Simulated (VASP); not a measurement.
# AgCl (Fmm2) in VASP: further runs

AgCl is run at these levels: LDA; tasks: single point.

All numbers are computed with VASP 6.6.1; they aren't measurements. Logs are shortened: lines on timing, memory, paths and dates and some standing lists are left out, and cuts for length are marked.

### 1 The cell of the first run

Symmetry: Fmm2, No. 42, orthorhombic system. Conventional cell: a = 5.355 Å, b = 5.498 Å, c = 5.498 Å, α = 90.00°, β = 90.00°, γ = 90.00°. Within 3.2 Å of Ag (site symmetry mm2) lie 6 Cl at 2.34 to 3.16 Å. Within 3.2 Å of Cl (site symmetry mm2) lie 6 Ag at 2.34 to 3.16 Å.

### 2 Single point, LDA (atoms displaced along a vibrational mode, the cell strained)

INCAR reads:

```
PREC = Accurate
ENCUT = 520
EDIFF = 1E-7
ISMEAR = 0
SIGMA = 0.05
LREAL = False
LASPH = True
NELM = 60
ALGO = Normal
ISIF = 2
LWAVE = False
LCHARG = True
GGA = CA
LELF = True
LVHAR = True
NBANDS = 16
```

KPOINTS reads:

```
regular mesh
0
Gamma
  10 10 10
```

POSCAR reads:

```
AgCl
1.0
    0.0000000000      2.7487956657      2.6773114500
    2.7487956657      0.0000000000      2.6773114500
    2.7487956657      2.7487956657      0.0000000000
Ag Cl
1 1
Direct
    0.5185353529      0.4814646471      0.5185353529
   -0.0563998634      0.0563998634     -0.0563998634
```

Potentials or basis: VASP PAW LDA potentials, release 64 (Ag, Cl).

Launch:

```bash
$ cat potpaw_LDA.64/Ag/POTCAR potpaw_LDA.64/Cl/POTCAR > POTCAR
$ mpirun -np 1 vasp_std > vasp.out
```

OUTCAR:

```text
PREC = Accurate
   ENCUT = 520
   EDIFF = 1E-7
   ISMEAR = 0
   LREAL = False
   LASPH = True
   NELM = 60
   ISIF = 2
   GGA = CA

 ion  position               nearest neighbor table
   1  0.519  0.481  0.519-   2 2.34   2 2.71   2 2.71   2 2.78   2 2.78
   2  0.944  0.056  0.944-   1 2.34   1 2.71   1 2.71   1 2.78   1 2.78

  LATTYP: Found a body centered tetragonal cell.
 ALAT       =     3.8873841106
 C/A-ratio  =     1.3774360206

  Lattice vectors:

 A1 = (   0.0000000000,  -2.7487956657,  -2.6773114500)
 A2 = (   0.0000000000,   2.7487956657,  -2.6773114500)
 A3 = (   2.7487956657,   0.0000000000,   2.6773114500)

Analysis of symmetry for initial positions (statically):
=====================================================================
 Subroutine PRICEL returns:
 Original cell was already a primitive cell.

 Routine SETGRP: Setting up the symmetry group for a
 body centered tetragonal supercell.

 Subroutine GETGRP returns: Found  4 space group operations
 (whereof  4 operations were pure point group operations)
 out of a pool of 16 trial point group operations.

The static configuration has the point symmetry C_2v.

Analysis of symmetry for dynamics (positions and initial velocities):
=====================================================================
 Subroutine PRICEL returns:
 Original cell was already a primitive cell.

 Routine SETGRP: Setting up the symmetry group for a
 body centered tetragonal supercell.

 Subroutine GETGRP returns: Found  4 space group operations
 (whereof  4 operations were pure point group operations)
 out of a pool of 16 trial point group operations.

The dynamic configuration has the point symmetry C_2v.

 Subroutine INISYM returns: Found  4 space group operations
 (whereof  4 operations are pure point group operations),
 and found     1 'primitive' translations

----------------------------------------------------------------------------------------

                                     Primitive cell

  volume of cell :      40.4589

  direct lattice vectors                    reciprocal lattice vectors
     0.000000000  2.748795666  2.677311450    -0.181897842  0.181897842  0.186754514
     2.748795666  0.000000000  2.677311450     0.181897842 -0.181897842  0.186754514
     2.748795666  2.748795666  0.000000000     0.181897842  0.181897842 -0.186754514

  length of vectors
     3.837170079  3.837170079  3.887384111     0.317885040  0.317885040  0.317885040

  position of ions in fractional coordinates (direct lattice)
     0.518535353  0.481464647  0.518535353
     0.943600137  0.056399863  0.943600137

  ion indices of the primitive-cell ions
   primitive index   ion index
                 1           1
                 2           2

----------------------------------------------------------------------------------------

 KPOINTS: regular mesh

Automatic generation of k-mesh.
 Grid dimensions read from file:
 generate k-points for:   10   10   10

 Generating k-lattice:

  Cartesian coordinates                     Fractional coordinates (reciprocal lattice)
    -0.018189784  0.018189784  0.018675451     0.100000000  0.000000000  0.000000000
     0.018189784 -0.018189784  0.018675451     0.000000000  0.100000000  0.000000000
     0.018189784  0.018189784 -0.018675451    -0.000000000 -0.000000000  0.100000000

  Length of vectors
     0.031788504  0.031788504  0.031788504

  Shift w.r.t. Gamma in fractional coordinates (k-lattice)
     0.000000000  0.000000000  0.000000000

 Subroutine IBZKPT returns following result:
 ===========================================

 Found    171 irreducible k-points:

 Following reciprocal coordinates:
            Coordinates               Weight
  0.000000  0.000000  0.000000      1.000000
  0.100000 -0.000000  0.000000      8.000000
  0.200000 -0.000000  0.000000      8.000000
  0.300000  0.000000  0.000000      8.000000
  0.400000  0.000000  0.000000      8.000000
  0.500000 -0.000000  0.000000      4.000000
[... 16 lines left out ...]
  0.300000  0.300000  0.000000      2.000000
  0.400000  0.300000  0.000000      8.000000
 [... further k-points ...]
   k-points           NKPTS =    171   k-points in BZ     NKDIM =    171   number of bands    NBANDS=     16
   number of dos      NEDOS =    301   number of ions     NIONS =      2
   total plane-waves  NPLWV =  27000
   dimension x,y,z NGX =    30 NGY =   30 NGZ =   30
   dimension x,y,z NGXF=    60 NGYF=   60 NGZF=   60
   ions per type =               1   1
   NGX,Y,Z   is equivalent  to a cutoff of  13.00, 13.00, 12.83 a.u.
   NGXF,Y,Z  is equivalent  to a cutoff of  26.00, 26.00, 25.66 a.u.
 SYSTEM =  unknown system
   PREC   = accura    normal or accurate (medium, high low for compatibility)
   ISTART =      0    job   : 0-new  1-cont  2-samecut
   ICHARG =      2    charge: 1-file 2-atom 10-const
   ISPIN  =      1    spin polarized calculation?
   LNONCOLLINEAR =      F non collinear calculations
   LSORBIT =      F    spin-orbit coupling
   LASPH  =      T    aspherical Exc in radial PAW
   ENCUT  =  520.0 eV  38.22 Ry    6.18 a.u.   7.13  7.13  7.23*2*pi/ulx,y,z
   NELM   =     60;   NELMIN=  2; NELMDL= -5     # of ELM steps
   EDIFF  = 0.1E-06   stopping-criterion for ELM
   LREAL  =      F    real-space projection
   EDIFFG = 0.1E-05   stopping-criterion for IOM
   NSW    =      0    number of steps for IOM
   IBRION =     -1    ionic relax: 0-MD 1-quasi-New 2-CG
   NFREE  =      0    steps in history (QN), initial steepest desc. (CG)
   ISIF   =      2    stress and relaxation
   ISYM   =      2    0-nonsym 1-usesym 2-fastsym
   POTIM  = 0.5000    time-step for ionic-motion
   TEBEG  =    0.0;   TEEND  =   0.0 temperature during run
   PSTRESS=    0.0 pullay stress
   NELECT =      18.0000    total number of electrons
   NUPDOWN=      -1.0000    fix difference up-down
   EMIN   =  10.00;   EMAX   =-10.00  energy-range for DOS
   EFERMI =   0.00;   METHOD = LEGACY
   ISMEAR =     0;   SIGMA  =   0.05  broadening in eV -4-tet -1-fermi 0-gaus
   EFERMI_NEDOS =   21; number of points for ismear=-14 and -15
   IALGO  =     38    algorithm
   IMIX   =      4    mixing-type and parameters
     AMIX     =   0.40;   BMIX     =  1.00
     AMIX_MAG =   1.60;   BMIX_MAG =  1.00
  volume/ion in A,a.u.               =      20.23       136.51
  Fermi-wavevector in a.u.,A,eV,Ry     =   1.249763  2.361710 21.251049  1.561908
  Thomas-Fermi vector in A             =   2.383789
   LORBIT       =      0    0 simple, 1 ext, 2 COOP (PROOUT), +10 PAW based schemes
   GGA     = CA    functional components
   LHFCALC =     F    Hartree Fock is set to
   AEXX    =    0.0000 exact exchange contribution
   IVDW    =     0    specifies the selected vdW correction
   LEPSILON=     F    determine dielectric tensor
   LRPA    =     F    only Hartree local field effects (RPA)
 non-spin polarized calculation
 Gauss-broadening in eV      SIGMA  =   0.05
  energy-cutoff  :      520.00
  volume of cell :       40.46
 maximum number of plane-waves:      1103
 NGX is ok and might be reduce to    30
   NGX = 15   NGY = 15   NGZ = 15

 number of electron      18.0000000 magnetization

 Free energy of the ion-electron system (eV)
  ---------------------------------------------------
  ext. energy  EPLUGINS =         0.00000000
  ---------------------------------------------------
  free energy    TOTEN  =        -6.62827330 eV

  energy without entropy =       -6.62827330  energy(sigma->0) =       -6.62827330

 E-fermi :   4.4235     XC(G=0): -10.6774

 val. band max:        4.1297658426   @ k =   0.5000  -0.0000   0.0000
 cond. band min:       4.9943423315   @ k =   0.0000   0.0000   0.0000
 fundamental gap:      0.8645764889
 Fermi energy:         4.4234591964

 k-point     1 :       0.0000    0.0000    0.0000
  band No.  band energies     occupation
      1     -11.2494      2.00000
      2      -0.0666      2.00000
      3       0.5704      2.00000
      4       0.7190      2.00000
      5       1.4924      2.00000
      6       1.5614      2.00000
[... 8 lines left out ...]
     15      16.9595      0.00000
     16      17.9637      0.00000

 k-point     2 :       0.1000   -0.0000    0.0000
  band No.  band energies     occupation
      1     -11.2050      2.00000
      2      -0.2133      2.00000
      3       0.4985      2.00000
      4       0.6176      2.00000
      5       1.5010      2.00000
      6       1.5178      2.00000
[... 8 lines left out ...]
     15      16.8271      0.00000
     16      17.4017      0.00000

 k-point     3 :       0.2000   -0.0000    0.0000
  band No.  band energies     occupation
      1     -11.0849      2.00000
      2      -0.5764      2.00000
      3       0.2377      2.00000
      4       0.3133      2.00000
      5       1.5302      2.00000
      6       1.5490      2.00000
[... 8 lines left out ...]
     15      16.5088      0.00000
     16      17.1739      0.00000

 k-point     4 :       0.3000    0.0000    0.0000
  band No.  band energies     occupation
      1     -10.9289      2.00000
      2      -1.0350      2.00000
      3      -0.1447      2.00000
      4       0.0108      2.00000
      5       1.6400      2.00000
      6       1.6618      2.00000
[... 8 lines left out ...]
     15      16.9708      0.00000
     16      17.2352      0.00000
[... 324 lines left out ...]
 k-point    22 :      -0.2000    0.2000    0.0000
  band No.  band energies     occupation
      1     -10.8973      2.00000
      2      -1.0118      2.00000
      3      -0.1983      2.00000
      4       0.0974      2.00000
      5       1.6350      2.00000
      6       1.7836      2.00000
[... 8 lines left out ...]
     15      18.2708      0.00000
     16      19.7498      0.00000

 k-point    23 :       0.3000    0.3000    0.0000
  band No.  band energies     occupation
      1     -10.8585      2.00000
      2      -0.8310      2.00000
      3      -0.0010      2.00000
      4       0.1505      2.00000
      5       1.6403      2.00000
      6       1.6615      2.00000
[... 8 lines left out ...]
     15      18.4827      0.00000
     16      20.8890      0.00000

 k-point    24 :       0.4000    0.3000    0.0000
  band No.  band energies     occupation
      1     -10.7771      2.00000
      2      -0.8301      2.00000
      3      -0.2130      2.00000
      4       0.1421      2.00000
      5       1.6242      2.00000
      6       1.7999      2.00000
[... 8 lines left out ...]
     15      18.9521      0.00000
     16      20.2141      0.00000

 [... further k-points ...]
[... 5 lines left out ...]
  --------------------------------------------------------------------------------------
  -------------------------------------------------------------------------------------
  Total       -0.8157281      1.8849926     -0.6777468      0.0000000      0.0000000      0.0000000
  in kB      -32.3029524     74.6459795    -26.8388709      0.0000000      0.0000000      0.0000000
  external PRESSURE =       5.1680521 kB  Pullay stress =       0.0000000 kB

 VOLUME and BASIS-vectors are now :
 -----------------------------------------------------------------------------
  energy-cutoff  :      520.00
  volume of cell :       40.46
      direct lattice vectors                 reciprocal lattice vectors
     0.000000000  2.748795666  2.677311450    -0.181897842  0.181897842  0.186754514
     2.748795666  0.000000000  2.677311450     0.181897842 -0.181897842  0.186754514
     2.748795666  2.748795666  0.000000000     0.181897842  0.181897842 -0.186754514

 POSITION                                       TOTAL-FORCE (eV/Angst)
 -----------------------------------------------------------------------------------
      2.74880      2.85070      2.67731         0.000000     -1.073894      0.000000
      2.74880      5.18753      2.67731         0.000000      1.073894      0.000000
 -----------------------------------------------------------------------------------
    total drift:                               -0.000000     -0.000146     -0.000000

  FREE ENERGIE OF THE ION-ELECTRON SYSTEM (eV)
  ---------------------------------------------------
  free  energy   TOTEN  =        -6.6282733040 eV

  energy  without entropy=       -6.6282733040  energy(sigma->0) =       -6.62827330
```

It took 3 min on 1 thread of AMD EPYC 7R13, shared host; peak memory 0.2 GiB.

What came out:

- Free energy: -6.6283 eV
- Pressure: 0.5 GPa
- Largest force: 1.074 eV/Å
- Band gap on the k mesh: 0.86 eV (least direct gap 1.72 eV)

Forces on the atoms (eV/Å):
```
Ag   0.000 -1.074  0.000
Cl   0.000  1.074  0.000
```

Stress tensor (GPa, compression positive):
```
-3.23  0.00  0.00
 0.00  7.46  0.00
 0.00  0.00 -2.68
```

Caveat: the cell differs from its parent crystal (atoms displaced along a vibrational mode, the cell strained); the stress differs along the axes, from -3 to 7 GPa; forces of over 1 eV/Å act on the atoms, so gaps and moduli don't describe the material at rest. A k mesh can miss the band edges.

### 3 Single point, LDA (atoms displaced along a vibrational mode, the cell strained)

INCAR reads:

```
SYSTEM = AgCl
PREC = Accurate
ENCUT = 520
EDIFF = 1E-7
ISMEAR = 0
SIGMA = 0.05
LREAL = .FALSE.
LASPH = .TRUE.
NELM = 100
ALGO = Normal
ISIF = 2
LWAVE = .FALSE.
LCHARG = .TRUE.
GGA = CA
LELF = .TRUE.
LVHAR = .TRUE.
NBANDS = 16
```

KPOINTS reads:

```
Automatic mesh
0
G
  10 10 10
  0 0 0
```

POSCAR reads:

```
AgCl
1.0
    0.0000000000      2.7844039080      2.6773114500
    2.7844039080      0.0000000000      2.6773114500
    2.7844039080      2.7844039080      0.0000000000
Ag Cl
1 1
Direct
    0.5092676765      0.4907323235      0.5092676765
   -0.0281999317      0.0281999317     -0.0281999317
```

Potentials or basis: VASP PAW LDA potentials, release 64 (Ag, Cl).

Launch:

```bash
$ cat potpaw_LDA.64/Ag/POTCAR potpaw_LDA.64/Cl/POTCAR > POTCAR
$ mpirun -np 1 vasp_std > vasp.out
```

It took 2.8 min on 1 thread of AMD EPYC 7R13, shared host; peak memory 0.2 GiB.

Results (log left out):

| Item | Value |
| --- | --- |
| Free energy | -6.7308 eV |
| Pressure | -3.6 GPa |
| Largest force | 0.179 eV/Å |
| Band gap on the k mesh | 0.61 eV (least direct gap 2.34 eV) |

Forces on the atoms (eV/Å):
```
Ag   0.000 -0.179  0.000
Cl   0.000  0.179  0.000
```

Stress tensor (GPa, compression positive):
```
-4.45  0.00  0.00
 0.00 -2.55  0.00
 0.00  0.00 -3.91
```

Levels at points of the mesh, in eV from the valence-band top:
| k point | band 7 | band 8 | band 9 | band 10 | band 11 | band 12 |
| --- | --- | --- | --- | --- | --- | --- |
| (0.00, 0.00, 0.00) | -2.15 | -2.09 | -1.73 | 0.61 | 10.45 | 10.47 |
| (0.50, 0.00, 0.00) | -1.97 | -0.23 | 0.00 | 3.90 | 6.42 | 7.26 |
| (0.50, 0.50, 0.00) | -2.18 | -2.17 | -2.04 | 2.04 | 7.40 | 8.68 |
| (0.50, 0.00, 0.50) | -2.19 | -2.17 | -2.09 | 2.08 | 7.84 | 8.42 |
| (0.00, 0.50, 0.50) | -2.15 | -2.14 | -2.04 | 2.08 | 7.66 | 8.29 |

Caveat: the cell differs from its parent crystal (atoms displaced along a vibrational mode, the cell strained); the cell stands under tension; semilocal functionals underestimate gaps, and a narrow one can read as zero.
